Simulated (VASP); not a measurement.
# Ni (P6_3/mmc) in VASP: further runs

Runs on Ni. Level: r2SCAN. Tasks: single point.

Program: VASP 6.6.1. These are calculated values, not measurements. Logs are shortened: lines on timing, memory, paths and dates and some standing lists are left out, and cuts for length are marked.

## Step 1: The cell of the first run

Symmetry: P6_3/mmc, No. 194, hexagonal system. Conventional cell: a = 2.446 Å, b = 2.446 Å, c = 4.071 Å, α = 90.00°, β = 90.00°, γ = 120.00°. Ni (site symmetry -6m2) has 12 Ni at 2.45 to 2.48 Å within 3.2 Å.

## Step 2: Single point, r2SCAN, collinear spin, ferromagnetic start

POSCAR

```
Ni
1.0
    2.4455531680      0.0000000000      0.0000000000
   -1.2227765840      2.1179111698      0.0000000000
    0.0000000000      0.0000000000      4.0713818807
Ni
2
Direct
    0.3333333333      0.6666666667      0.2500000000
    0.6666666667      0.3333333333      0.7500000000
```

INCAR.step1

```
  PREC = Accurate
  ENCUT = 520
  ISMEAR = 0
  SIGMA = 0.1
  LREAL = False
  LASPH = True
  NELM = 150
  ISPIN = 2
  MAGMOM = 0.95 0.95
  LMAXMIX = 4
  NBANDS = 21
  GGA = PE
  ALGO = Normal
  EDIFF = 1E-4
  LWAVE = True
  LCHARG = False
```

INCAR.step2

```
  PREC = Accurate
  ENCUT = 520
  EDIFF = 1E-7
  ISMEAR = 0
  SIGMA = 0.1
  LREAL = False
  LASPH = True
  NELM = 150
  ALGO = Normal
  ISIF = 2
  LWAVE = False
  LCHARG = False
  ISPIN = 2
  MAGMOM = 0.95 0.95
  LORBIT = 11
  LMAXMIX = 4
  METAGGA = R2SCAN
  LMIXTAU = True
  NBANDS = 21
  ISTART = 1
```

KPOINTS

```
Automatic mesh
0
Gamma
  21 21 10
```

Potentials or basis: VASP PAW PBE potentials, release 64 (Ni).

Run with:

```sh
> cat potpaw_PBE.64/Ni/POTCAR > POTCAR
> cp INCAR.step1 INCAR
> mpirun -np 1 vasp_std > vasp.out
> cp INCAR.step2 INCAR
> mpirun -np 1 vasp_std > vasp.out
```

OUTCAR:

```text
PREC = Accurate
   ENCUT = 520
   EDIFF = 1E-7
   ISMEAR = 0
   LREAL = False
   LASPH = True
   NELM = 150
   ISIF = 2
   ISPIN = 2
   LORBIT = 11
   METAGGA = R2SCAN
   ISTART = 1

 ion  position               nearest neighbor table
   1  0.333  0.667  0.250-   2 2.48   2 2.48   2 2.48   2 2.48   2 2.48   2 2.48
   2  0.667  0.333  0.750-   1 2.48   1 2.48   1 2.48   1 2.48   1 2.48   1 2.48

  LATTYP: Found a hexagonal cell.
 ALAT       =     2.4455531680
 C/A-ratio  =     1.6648102090

  Lattice vectors:

 A1 = (   2.4455531680,   0.0000000000,   0.0000000000)
 A2 = (  -1.2227765840,   2.1179111698,   0.0000000000)
 A3 = (   0.0000000000,   0.0000000000,   4.0713818807)

Analysis of symmetry for initial positions (statically):
=====================================================================
 Subroutine PRICEL returns:
 Original cell was already a primitive cell.

 Routine SETGRP: Setting up the symmetry group for a
 hexagonal supercell.

 Subroutine GETGRP returns: Found 24 space group operations
 (whereof 12 operations were pure point group operations)
 out of a pool of 24 trial point group operations.

The static configuration has the point symmetry D_3d.
 The point group associated with its full space group is D_6h.

Analysis of symmetry for dynamics (positions and initial velocities):
=====================================================================
 Subroutine PRICEL returns:
 Original cell was already a primitive cell.

 Routine SETGRP: Setting up the symmetry group for a
 hexagonal supercell.

 Subroutine GETGRP returns: Found 24 space group operations
 (whereof 12 operations were pure point group operations)
 out of a pool of 24 trial point group operations.

The dynamic configuration has the point symmetry D_3d.
 The point group associated with its full space group is D_6h.

Analysis of structural, dynamic, and magnetic symmetry:
=====================================================================
 Subroutine PRICEL returns:
 Original cell was already a primitive cell.

 Routine SETGRP: Setting up the symmetry group for a
 hexagonal supercell.

 Subroutine GETGRP returns: Found 24 space group operations
 (whereof 12 operations were pure point group operations)
 out of a pool of 24 trial point group operations.

The overall configuration has the point symmetry D_3d.
 The point group associated with its full space group is D_6h.

 Subroutine INISYM returns: Found 24 space group operations
 (whereof 12 operations are pure point group operations),
 and found     1 'primitive' translations

----------------------------------------------------------------------------------------

                                     Primitive cell

  volume of cell :      21.0876

  direct lattice vectors                    reciprocal lattice vectors
     2.445553168  0.000000000  0.000000000     0.408905442  0.236081667  0.000000000
    -1.222776584  2.117911170  0.000000000     0.000000000  0.472163334  0.000000000
     0.000000000  0.000000000  4.071381881     0.000000000  0.000000000  0.245616852

  length of vectors
     2.445553168  2.445553168  4.071381881     0.472163334  0.472163334  0.245616852

  position of ions in fractional coordinates (direct lattice)
     0.333333333  0.666666667  0.250000000
     0.666666667  0.333333333  0.750000000

  ion indices of the primitive-cell ions
   primitive index   ion index
                 1           1
                 2           2

----------------------------------------------------------------------------------------

 KPOINTS: Automatic mesh

Automatic generation of k-mesh.
 Grid dimensions read from file:
 generate k-points for:   21   21   10

 Generating k-lattice:

  Cartesian coordinates                     Fractional coordinates (reciprocal lattice)
     0.019471688  0.011241984  0.000000000     0.047619048  0.000000000  0.000000000
     0.000000000  0.022483968  0.000000000     0.000000000  0.047619048  0.000000000
     0.000000000  0.000000000  0.024561685     0.000000000  0.000000000  0.100000000

  Length of vectors
     0.022483968  0.022483968  0.024561685

  Shift w.r.t. Gamma in fractional coordinates (k-lattice)
     0.000000000  0.000000000  0.000000000

 Subroutine IBZKPT returns following result:
 ===========================================

 Found    288 irreducible k-points:

 Following reciprocal coordinates:
            Coordinates               Weight
  0.000000  0.000000  0.000000      1.000000
  0.047619 -0.000000  0.000000      6.000000
  0.095238  0.000000  0.000000      6.000000
  0.142857  0.000000  0.000000      6.000000
  0.190476  0.000000  0.000000      6.000000
  0.238095 -0.000000  0.000000      6.000000
[... 16 lines left out ...]
  0.142857  0.095238  0.000000     12.000000
  0.190476  0.095238  0.000000     12.000000
 [... further k-points ...]
   k-points           NKPTS =    288   k-points in BZ     NKDIM =    288   number of bands    NBANDS=     21
   number of dos      NEDOS =    301   number of ions     NIONS =      2
   total plane-waves  NPLWV =   9720
   dimension x,y,z NGX =    18 NGY =   18 NGZ =   30
   dimension x,y,z NGXF=    36 NGYF=   36 NGZF=   60
   ions per type =               2
   NGX,Y,Z   is equivalent  to a cutoff of  12.24, 12.24, 12.25 a.u.
   NGXF,Y,Z  is equivalent  to a cutoff of  24.47, 24.47, 24.50 a.u.
 SYSTEM =  unknown system
   PREC   = accura    normal or accurate (medium, high low for compatibility)
   ISTART =      1    job   : 0-new  1-cont  2-samecut
   ICHARG =      0    charge: 1-file 2-atom 10-const
   ISPIN  =      2    spin polarized calculation?
   LNONCOLLINEAR =      F non collinear calculations
   LSORBIT =      F    spin-orbit coupling
   LASPH  =      T    aspherical Exc in radial PAW
   ENCUT  =  520.0 eV  38.22 Ry    6.18 a.u.   4.55  4.55  7.57*2*pi/ulx,y,z
   NELM   =    150;   NELMIN=  2; NELMDL=  0     # of ELM steps
   EDIFF  = 0.1E-06   stopping-criterion for ELM
   LREAL  =      F    real-space projection
   EDIFFG = 0.1E-05   stopping-criterion for IOM
   NSW    =      0    number of steps for IOM
   IBRION =     -1    ionic relax: 0-MD 1-quasi-New 2-CG
   NFREE  =      0    steps in history (QN), initial steepest desc. (CG)
   ISIF   =      2    stress and relaxation
   ISYM   =      2    0-nonsym 1-usesym 2-fastsym
   POTIM  = 0.5000    time-step for ionic-motion
   TEBEG  =    0.0;   TEEND  =   0.0 temperature during run
   PSTRESS=    0.0 pullay stress
   NELECT =      20.0000    total number of electrons
   NUPDOWN=      -1.0000    fix difference up-down
   EMIN   =  10.00;   EMAX   =-10.00  energy-range for DOS
   EFERMI =   0.00;   METHOD = LEGACY
   ISMEAR =     0;   SIGMA  =   0.10  broadening in eV -4-tet -1-fermi 0-gaus
   EFERMI_NEDOS =   21; number of points for ismear=-14 and -15
   IALGO  =     38    algorithm
   IMIX   =      4    mixing-type and parameters
     AMIX     =   0.40;   BMIX     =  1.00
     AMIX_MAG =   1.60;   BMIX_MAG =  1.00
  volume/ion in A,a.u.               =      10.54        71.15
  Fermi-wavevector in a.u.,A,eV,Ry     =   1.608456  3.039542 35.200063  2.587132
  Thomas-Fermi vector in A             =   2.704323
   LORBIT       =     11    0 simple, 1 ext, 2 COOP (PROOUT), +10 PAW based schemes
   METAGGA = R2SCAN    functional components
   LHFCALC =     F    Hartree Fock is set to
   AEXX    =    0.0000 exact exchange contribution
   IVDW    =     0    specifies the selected vdW correction
   LEPSILON=     F    determine dielectric tensor
   LRPA    =     F    only Hartree local field effects (RPA)
 spin polarized calculation
 Gauss-broadening in eV      SIGMA  =   0.10
  energy-cutoff  :      520.00
  volume of cell :       21.09
 maximum number of plane-waves:       592
   NGX =  9   NGY =  9   NGZ = 15

 number of electron      19.9999995 magnetization       1.3961782

 Free energy of the ion-electron system (eV)
  ---------------------------------------------------
  ext. energy  EPLUGINS =         0.00000000
  ---------------------------------------------------
  free energy    TOTEN  =       -23.80798512 eV

  energy without entropy =      -23.79245651  energy(sigma->0) =      -23.80022081

 E-fermi :   9.7275     XC(G=0): -14.5951

 val. band max:        9.7261806414   @ k =   0.2381   0.1429   0.4000
 cond. band min:       9.7313326611   @ k =   0.3810   0.0476   0.0000
 fundamental gap:      0.0051520197
 Fermi energy:         9.7275396389

 spin component 1

 k-point     1 :       0.0000    0.0000    0.0000
  band No.  band energies     occupation
      1       0.1337      1.00000
      2       4.2918      1.00000
      3       6.6731      1.00000
      4       6.8929      1.00000
      5       6.8932      1.00000
      6       7.1545      1.00000
[... 13 lines left out ...]
     20      37.4336      0.00000
     21      41.2854      0.00000

 k-point     2 :       0.0476   -0.0000    0.0000
  band No.  band energies     occupation
      1       0.2187      1.00000
      2       4.3436      1.00000
      3       6.6478      1.00000
      4       6.9095      1.00000
      5       6.9295      1.00000
      6       7.1352      1.00000
[... 13 lines left out ...]
     20      39.2312      0.00000
     21      40.7331      0.00000

 k-point     3 :       0.0952    0.0000    0.0000
  band No.  band energies     occupation
      1       0.4711      1.00000
      2       4.4915      1.00000
      3       6.5687      1.00000
      4       6.9572      1.00000
      5       7.0369      1.00000
      6       7.0915      1.00000
[... 13 lines left out ...]
     20      40.4853      0.00000
     21      40.5713      0.00000
[... 457 lines left out ...]
 k-point    23 :       0.1429    0.0952    0.0000
  band No.  band energies     occupation
      1       1.6740      1.00000
      2       5.0669      1.00000
      3       6.2194      1.00000
      4       6.4297      1.00000
      5       6.8800      1.00000
      6       7.2312      1.00000
[... 13 lines left out ...]
     20      38.1421      0.00000
     21      38.8756      0.00000

 k-point    24 :       0.1905    0.0952    0.0000
  band No.  band energies     occupation
      1       2.3372      1.00000
      2       5.2521      1.00000
      3       6.0957      1.00000
      4       6.1096      1.00000
      5       6.8221      1.00000
      6       7.2040      1.00000
[... 13 lines left out ...]
     20      37.1511      0.00000
     21      39.5246      0.00000

 [... further k-points ...]

 spin component 2

 k-point     1 :       0.0000    0.0000    0.0000
  band No.  band energies     occupation
      1      -0.1090      1.00000
      2       4.9993      1.00000
      3       8.0166      1.00000
      4       8.0168      1.00000
      5       8.1026      1.00000
      6       8.3103      1.00000
[... 13 lines left out ...]
     20      37.6507      0.00000
     21      41.5893      0.00000

 k-point     2 :       0.0476   -0.0000    0.0000
  band No.  band energies     occupation
      1      -0.0232      1.00000
      2       5.0587      1.00000
      3       7.9192      1.00000
      4       8.0560      1.00000
      5       8.1863      1.00000
      6       8.2874      1.00000
[... 13 lines left out ...]
     20      39.4188      0.00000
     21      40.7853      0.00000

 k-point     3 :       0.0952    0.0000    0.0000
  band No.  band energies     occupation
      1       0.2318      1.00000
      2       5.2291      1.00000
      3       7.7634      1.00000
      4       7.9137      1.00000
      5       8.1715      1.00000
      6       8.2027      1.00000
[... 13 lines left out ...]
     20      40.7159      0.00000
     21      40.8745      0.00000
[... 457 lines left out ...]
 k-point    23 :       0.1429    0.0952    0.0000
  band No.  band energies     occupation
      1       1.4557      1.00000
      2       5.9085      1.00000
      3       6.8450      1.00000
      4       7.2760      1.00000
      5       7.9775      1.00000
      6       8.0530      1.00000
[... 13 lines left out ...]
     20      38.4819      0.00000
     21      38.9464      0.00000

 k-point    24 :       0.1905    0.0952    0.0000
  band No.  band energies     occupation
      1       2.1428      1.00000
      2       6.1418      1.00000
      3       6.5304      1.00000
      4       7.1125      1.00000
      5       7.9124      1.00000
      6       7.9191      1.00000
[... 13 lines left out ...]
     20      37.4527      0.00000
     21      39.5654      0.00000

 [... further k-points ...]
[... 5 lines left out ...]
  --------------------------------------------------------------------------------------
  -------------------------------------------------------------------------------------
  Total        0.0565559      0.0565559      0.0520959      0.0000000     -0.0000000      0.0000000
  in kB        4.2969638      4.2969638      3.9581047      0.0000000     -0.0000000      0.0000000
  external PRESSURE =       4.1840107 kB  Pullay stress =       0.0000000 kB

 VOLUME and BASIS-vectors are now :
 -----------------------------------------------------------------------------
  energy-cutoff  :      520.00
  volume of cell :       21.09
      direct lattice vectors                 reciprocal lattice vectors
     2.445553168  0.000000000  0.000000000     0.408905442  0.236081667  0.000000000
    -1.222776584  2.117911170  0.000000000     0.000000000  0.472163334  0.000000000
     0.000000000  0.000000000  4.071381881     0.000000000  0.000000000  0.245616852

 POSITION                                       TOTAL-FORCE (eV/Angst)
 -----------------------------------------------------------------------------------
     -0.00000      1.41194      1.01785        -0.000000      0.000000      0.000000
      1.22278      0.70597      3.05354         0.000000     -0.000000      0.000000
 -----------------------------------------------------------------------------------
    total drift:                               -0.000000      0.000000     -0.000000

  FREE ENERGIE OF THE ION-ELECTRON SYSTEM (eV)
  ---------------------------------------------------
  free  energy   TOTEN  =       -23.8079851154 eV

  energy  without entropy=      -23.7924565141  energy(sigma->0) =      -23.80022081

 total charge

# of ion       s       p       d       tot
------------------------------------------
    1        0.525   0.544   8.336   9.405
    2        0.525   0.544   8.336   9.405
--------------------------------------------------
tot          1.051   1.088  16.672  18.811

 magnetization (x)

# of ion       s       p       d       tot
------------------------------------------
    1       -0.008  -0.042   0.768   0.717
    2       -0.008  -0.042   0.768   0.717
--------------------------------------------------
tot         -0.016  -0.085   1.535   1.434
```

Run time: 6.9 min. Hardware: 1 thread of Intel Xeon 6975P-C (Granite Rapids), shared host; peak memory 0.28 GiB.

Results:

- Free energy: -23.8080 eV
- Pressure: 0.4 GPa
- Net moment: 1.40 μB per cell
- Site moments: Ni +0.72 μB
- Valence electrons inside the program's atomic spheres: Ni 9.40

Levels at points of the mesh, in eV from the Fermi level:
Spin up:
```csv
k point,band 9,band 10,band 11,band 12,band 13,band 14
"(0.00, 0.00, 0.00)",-1.91,-0.97,-0.97,-0.63,5.62,23.94
"(0.00, 0.00, 0.50)",-1.29,-1.29,-1.29,-1.29,14.65,14.65
```
Spin down:
| k point | band 5 | band 6 | band 7 | band 8 | band 9 | band 10 | band 11 | band 12 | band 13 | band 14 |
| --- | --- | --- | --- | --- | --- | --- | --- | --- | --- | --- |
| (0.00, 0.00, 0.00) | -1.62 | -1.42 | -1.42 | -1.14 | -1.14 | -0.82 | -0.15 | -0.15 | 6.38 | 23.79 |
| (0.00, 0.00, 0.50) | -1.78 | -1.78 | -1.78 | -1.78 | -0.42 | -0.42 | -0.42 | -0.42 | 14.90 | 14.90 |

Caveat: the PAW data sets were made with another functional, which shifts forces and pressure a little.

## Step 3: Single point, r2SCAN, collinear spin, ferromagnetic start

This run uses another cell than the first one, of 10.57 Å³/atom, 1.002 times its volume.

POSCAR

```
Ni
1.0
    2.4480228978      0.0000000000      0.0000000000
   -1.2240114489      2.1200500186      0.0000000000
    0.0000000000      0.0000000000      4.0728075700
Ni
2
Direct
    0.3333333300      0.6666666700      0.2500000000
    0.6666666700      0.3333333300      0.7500000000
```

INCAR.step1

```
SYSTEM = Ni
PREC = Accurate
ENCUT = 520
ISMEAR = 0
SIGMA = 0.1
LREAL = .False.
LASPH = .True.
NELM = 150
ISPIN = 2
MAGMOM = 2 2
LMAXMIX = 4
NBANDS = 21
GGA = PE
ALGO = Normal
EDIFF = 1E-4
LWAVE = .True.
LCHARG = .False.
```

INCAR.step2

```
SYSTEM = Ni
PREC = Accurate
ENCUT = 520
EDIFF = 1E-6
ISMEAR = 0
SIGMA = 0.1
LREAL = .False.
LASPH = .True.
NELM = 150
ALGO = Normal
ISIF = 2
LWAVE = .False.
LCHARG = .True.
ISPIN = 2
MAGMOM = 2 2
LORBIT = 11
LMAXMIX = 4
METAGGA = R2SCAN
LMIXTAU = .True.
LELF = .True.
LVHAR = .True.
NBANDS = 21
ISTART = 1
```

KPOINTS

```
Automatic mesh
0
Gamma
  9 9 4
  0 0 0
```

Potentials or basis: VASP PAW PBE potentials, release 64 (Ni).

Run with:

```sh
> cat potpaw_PBE.64/Ni/POTCAR > POTCAR
> cp INCAR.step1 INCAR
> mpirun -np 1 vasp_std > vasp.out
> cp INCAR.step2 INCAR
> mpirun -np 1 vasp_std > vasp.out
```

Run time: 47 s. Hardware: 1 thread of Intel Xeon 6975P-C (Granite Rapids), shared host; peak memory 0.15 GiB.

The run converged. Its results:

| Quantity | Value |
| --- | --- |
| Free energy | -23.7988 eV |
| Pressure | -0.2 GPa |
| Net moment | 1.54 μB per cell |
| Site moments | Ni +0.79 μB |
| Valence electrons inside the program's atomic spheres | Ni 9.40 |

Stress tensor (GPa, compression positive):
```
 1.24  0.00  0.00
 0.00  1.24  0.00
 0.00  0.00 -3.04
```

Levels at points of the mesh, in eV from the Fermi level:
Spin up:
```
           k point  band 9  band 10  band 11  band 12  band 13  band 14
(0.00, 0.00, 0.00)   -2.08    -1.15    -1.15    -0.64     5.61    23.89
(0.00, 0.00, 0.50)   -1.45    -1.45    -1.45    -1.45    14.63    14.63
```
Spin down:
| k point | band 7 | band 8 | band 9 | band 10 | band 11 | band 12 | band 13 | band 14 |
| --- | --- | --- | --- | --- | --- | --- | --- | --- |
| (0.00, 0.00, 0.00) | -1.43 | -1.01 | -1.01 | -0.83 | -0.01 | -0.01 | 6.31 | 23.80 |
| (0.00, 0.00, 0.50) | -1.76 | -1.76 | -0.31 | -0.31 | -0.31 | -0.31 | 14.88 | 14.88 |

Caveat: the k points lie up to 0.39 Å⁻¹ apart; the PAW data sets were made with another functional, which shifts forces and pressure a little.
